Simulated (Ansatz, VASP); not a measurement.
# One calculation of H, two programs

Contents of POSCAR:

```
H
1.0
   10.0000000000      0.0000000000      0.0000000000
    0.0000000000     10.0000000000      0.0000000000
    0.0000000000      0.0000000000     10.0000000000
H
2
Direct
    0.5000000000      0.5000000000      0.4690000000
    0.5000000000      0.5000000000      0.5310000000
```

File INCAR.step1:

```
SYSTEM = H
PREC     = Accurate       ! precision mode
ENCUT    = 400            ! plane-wave cutoff, eV
EDIFF    = 1E-5           ! SCF threshold, eV
ISMEAR   = 0              ! smearing method
SIGMA    = 0.02           ! smearing width, eV
LREAL    = .FALSE.        ! projectors in reciprocal space
LASPH    = .TRUE.         ! aspherical terms in the spheres
NELM     = 120            ! most SCF steps
ALGO     = Normal         ! electronic algorithm
ISIF     = 2              ! what is computed and relaxed
LWAVE    = .TRUE.         ! write WAVECAR
LCHARG   = .FALSE.        ! write CHGCAR
GGA      = PE             ! functional
NBANDS   = 8              ! bands
GGA_COMPAT= .FALSE.      
NELMDL   = -8
```

The input INCAR.step2:

```
SYSTEM = H
PREC     = Accurate       ! precision mode
ENCUT    = 400            ! plane-wave cutoff, eV
EDIFF    = 1E-6           ! SCF threshold, eV
ISMEAR   = 0              ! smearing method
SIGMA    = 0.02           ! smearing width, eV
LREAL    = .FALSE.        ! projectors in reciprocal space
LASPH    = .TRUE.         ! aspherical terms in the spheres
NELM     = 120            ! most SCF steps
ALGO     = Normal         ! electronic algorithm
ISIF     = 2              ! what is computed and relaxed
LWAVE    = .FALSE.        ! write WAVECAR
LCHARG   = .FALSE.        ! write CHGCAR
GGA      = PE             ! functional
LHFCALC  = .TRUE.         ! exact exchange
HFSCREEN = 0.2079         ! screening, 1/A
PRECFOCK = Normal       
ISTART   = 1            
NBANDS   = 8              ! bands
GGA_COMPAT= .FALSE.
```

File KPOINTS:

```
Automatic mesh
0
G
  1 1 1
  0 0 0
```

Input for Ansatz:

```yaml
crystal:
  lattice:
    - [10.0, 0.0, 0.0]
    - [0.0, 10.0, 0.0]
    - [0.0, 0.0, 10.0]
  atoms:
    - { symbol: H, position: [0.5, 0.5, 0.469] }
    - { symbol: H, position: [0.5, 0.5, 0.531] }
scf:
  occupations: { method: gaussian, width: 0.02 }
output:
  stress: false
  eigenvalues: true
kpoints:
  mp_grid: { grid: [1, 1, 1] }
hamiltonian:
  xc: hse06
```

Alike in both runs: task single point; functional HSE06; k mesh 1 × 1 × 1; occupations gaussian, width 0.02 eV; no spin polarisation.

|  | VASP | Ansatz |
| --- | --- | --- |
| version | VASP 6.6.1 | Ansatz 0.2.0 |
| potentials or method | VASP PAW PBE potentials, release 64 (H) | scalar-relativistic, plane waves, PAW |
| plane-wave cutoff (eV) | 400 | 420 |
| valence electrons in the cell | 2 | 2 |

```csv
,VASP,Ansatz,Ansatz less VASP
gap on the k mesh at the Fermi level (eV),12.08,12.19,+0.108
```
